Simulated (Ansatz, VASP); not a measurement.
**Two plane-wave programs on MgO**

```xyz
2
Lattice="2.8940 0.0000 0.0000 -1.4470 2.5062 0.0000 0.0000 0.0000 2.7601" Properties=species:S:1:pos:R:3 pbc="T T T"
Mg    0.0000    0.0000    0.0000
O     0.0000    1.6708    1.3800
```

Change from the starting cell: strain -0.015 along x and y, +0.030 along z, atoms carried along.

Alike in both runs: task single point; functional LDA; k mesh 9 × 9 × 8; occupations gaussian, width 0.05 eV; no spin polarisation.

|  | VASP | Ansatz |
| --- | --- | --- |
| version | VASP 6.6.1 | Ansatz 0.2.0 |
| potentials or method | VASP PAW LDA potentials, release 64 (Mg_sv, O), cutoff 750 eV | scalar-relativistic, plane waves, PAW |
| valence electrons in the cell | 16 | 16 |

VASP gave:

- gap on the k mesh at the Fermi level (eV): 2.77
- least direct gap on the mesh (eV): 3.19
- pressure (GPa): -10.3
- traceless stress, the component that is largest in VASP (GPa): -16.20

Problem. Estimate Ansatz's values.

Solution. gap on the k mesh at the Fermi level (eV): 2.75; least direct gap on the mesh (eV): 3.17; pressure (GPa): -10.1; traceless stress, the component that is largest in VASP (GPa): -16.31.

LDA's correlation is that of Perdew and Zunger in VASP and of Perdew and Wang (1992) in Ansatz.
